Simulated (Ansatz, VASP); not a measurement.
**One calculation of BAs, two programs**

Contents of INCAR:

```
SYSTEM = BAs
ALGO     = Normal         ! electronic algorithm
EDIFF    = 1E-6           ! SCF threshold, eV
ENCUT    = 560            ! plane-wave cutoff, eV
GGA      = PE             ! functional
GGA_COMPAT= .False.      
ISIF     = 2              ! what is computed and relaxed
ISMEAR   = -1             ! smearing method
LASPH    = .True.         ! aspherical terms in the spheres
LCHARG   = .False.        ! write CHGCAR
LREAL    = .False.        ! projectors in reciprocal space
LWAVE    = .False.        ! write WAVECAR
NBANDS   = 16             ! bands
NELM     = 120            ! most SCF steps
PREC     = Accurate       ! precision mode
SIGMA    = 0.02           ! smearing width, eV
```

File KPOINTS:

```
k-points
0
Gamma
  10 10 10
  0 0 0
```

POSCAR

```
BAs
1.0
    0.0000000000      2.3679489280      2.3679489280
    2.3679489280      0.0000000000      2.3679489280
    2.3679489280      2.3679489280      0.0000000000
B As
1 1
Direct
    0.0000000000      0.0000000000      0.0000000000
    0.2500000000      0.2500000000      0.2500000000
```

Input for Ansatz:

```yaml
crystal:
  lattice:
    - [0.0, 2.367948928, 2.367948928]
    - [2.367948928, 0.0, 2.367948928]
    - [2.367948928, 2.367948928, 0.0]
  atoms:
    - { symbol: B, position: [0.0, 0.0, 0.0] }
    - { symbol: As, position: [0.25, 0.25, 0.25] }
kpoints:
  mp_grid: { grid: [10, 10, 10] }
  band_path:
    path:
      - [0.0, 0.0, 0.0]
      - [-0.5, -0.5, 0.0]
      - [-0.375, -0.375, 0.25]
      - [-0.375, 0.0, 0.375]
      - [0.0, 0.0, 0.5]
      - [-0.5, -0.25, 0.25]
      - [0.0, 0.401042, 0.401042]
    npoints: 1
hamiltonian:
  xc: pbe
scf:
  occupations: { method: fermi_dirac, width: 0.02 }
  n_extra_bands: 4
output:
  forces: true
  stress: true
  eigenvalues: true
```

Change from the starting cell: hydrostatic strain -1.0%.

Alike in both runs: task single point; functional PBE; k mesh 10 × 10 × 10; occupations fermi-dirac, width 0.02 eV; no spin polarisation.

|  | VASP | Ansatz |
| --- | --- | --- |
| version | VASP 6.6.1 | Ansatz 0.2.0 |
| potentials or method | VASP PAW PBE potentials, release 64 (B, As_d) | plane waves, PAW |
| plane-wave cutoff (eV) | 560 | 420 |
| valence electrons in the cell | 18 | 18 |

```csv
,VASP,Ansatz,Ansatz less VASP
gap on the k mesh at the Fermi level (eV),1.16,1.16,-0.002
pressure (GPa),6.4,6.7,+0.25
```

The functional is the same, so the differences come from potentials, cutoffs and numerics.
